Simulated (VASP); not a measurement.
Write the native input for VASP 6.6.1 that does the following.

```
Task                   : single point
Functional             : PBE
Dispersion             : D3(BJ)
Potentials or basis    : VASP PAW PBE potentials, release 64 (La)
Cutoff                 : 520 eV
k mesh                 : 15 × 15 × 4
Occupations            : gaussian, width 0.1 eV
Spin                   : no spin polarisation
Dipole correction      : no
Further INCAR settings : ALGO = Fast; EDIFF = 1e-07; NBANDS = 30
```

The structure of La lies in POSCAR:

```
La
1.0
    3.6715699560      0.0000000000      0.0000000000
   -1.8357849780      3.1796728536      0.0000000000
    0.0000000000      0.0000000000     11.7503327777
La
4
Direct
    0.0000000000      0.0000000000      0.0000000000
    0.0000000000      0.0000000000      0.5000000000
    0.3333333333      0.6666666667      0.7500000000
    0.6666666667      0.3333333333      0.2500000000
```

These files were run (other wordings do the same):

INCAR

```
  PREC = Accurate
  ENCUT = 520
  EDIFF = 1E-7
  ISMEAR = 0
  SIGMA = 0.1
  LREAL = False
  LASPH = True
  NELM = 80
  ALGO = Fast
  ISIF = 2
  LWAVE = False
  LCHARG = False
  GGA = PE
  IVDW = 12
  NBANDS = 30
```

KPOINTS

```
Automatic mesh
0
Gamma
  15 15 4
```

Potentials or basis: VASP PAW PBE potentials, release 64 (La).

Run with:

```sh
$ cat potpaw_PBE.64/La/POTCAR > POTCAR
$ mpirun -np 1 vasp_std > vasp.out
```

It gave:

```yaml
Pressure: 0.1 GPa
Band_gap_on_the_k_mesh: zero (bands 22 and 23 overlap by 1.25 eV)
Dispersion_energy_per_atom: -0.445 eV
```

Caveat: spin-orbit coupling is left out, which moves the levels of the heavy elements.

It took 45 min on 1 thread of Intel(R) Xeon(R) Platinum 8375C CPU @ 2.90GHz (Ice Lake), with other jobs on the host, peak memory 0.45 GiB.
